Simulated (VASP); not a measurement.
CO2: single point with LDA

The system is CO2.

```
CELL_PARAMETERS angstrom
4.10897 0.00000 0.00000
0.31284 4.09704 0.00000
-2.21091 -2.04852 2.79269
ATOMIC_POSITIONS crystal
C 0.75000 0.25000 0.50000
C 0.00000 0.00000 0.00000
O 0.70980 0.12500 0.08480
O 0.04020 0.62500 0.91520
O 0.37500 0.29020 0.41520
O 0.87500 0.95980 0.58480
```

| Item | Value |
| --- | --- |
| Program | VASP 6.6.1 |
| Task | single point |
| Functional | LDA |
| Potentials or basis | VASP PAW LDA potentials, release 64 (C_h, O_h) |
| Cutoff | 910 eV |
| k mesh | 6 × 6 × 6 |
| Occupations | gaussian, width 0.01 eV |
| Spin | no spin polarisation |
| Dipole correction | no |
| Further INCAR settings | ALGO = Normal; EDIFF = 1e-06; NBANDS = 25 |

```
Pressure               : -13.6 GPa
Largest force          : 0.472 eV/Å
Band gap on the k mesh : 7.44 eV (least direct gap 7.92 eV)
```

Forces in eV/Å, atoms in the order of the input:
```
C    0.000  0.000  0.000
C    0.000  0.000  0.000
O    0.227 -0.245  0.334
O   -0.227  0.245 -0.334
O    0.227 -0.245 -0.334
O   -0.227  0.245  0.334
```

Stress tensor (GPa, compression positive):
```
-13.81  -0.47   0.00
 -0.47 -13.74   0.00
  0.00   0.00 -13.30
```

Levels at points of the mesh, in eV from the valence-band top:
| k point | band 14 | band 15 | band 16 | band 17 | band 18 | band 19 |
| --- | --- | --- | --- | --- | --- | --- |
| (0.00, 0.00, 0.00) | -0.89 | -0.89 | -0.48 | 7.44 | 9.06 | 9.06 |
| (0.50, 0.00, 0.00) | -1.38 | -0.41 | 0.00 | 8.04 | 9.36 | 9.51 |
| (0.50, 0.50, 0.00) | -0.64 | -0.51 | -0.51 | 8.76 | 8.76 | 9.74 |
| (0.50, 0.50, 0.50) | -2.85 | 0.00 | 0.00 | 8.66 | 8.66 | 10.54 |

It took 34 s on 1 thread of Intel(R) Xeon(R) 6975P-C (Granite Rapids), with other jobs on the host, peak memory 0.22 GiB.

Caveat: the cutoff is under 1.25 times the usual one of these potentials, so pressure, stress and relaxed cells hold a basis-set (Pulay) error; the cell stands under tension. A k mesh can miss the band edges.
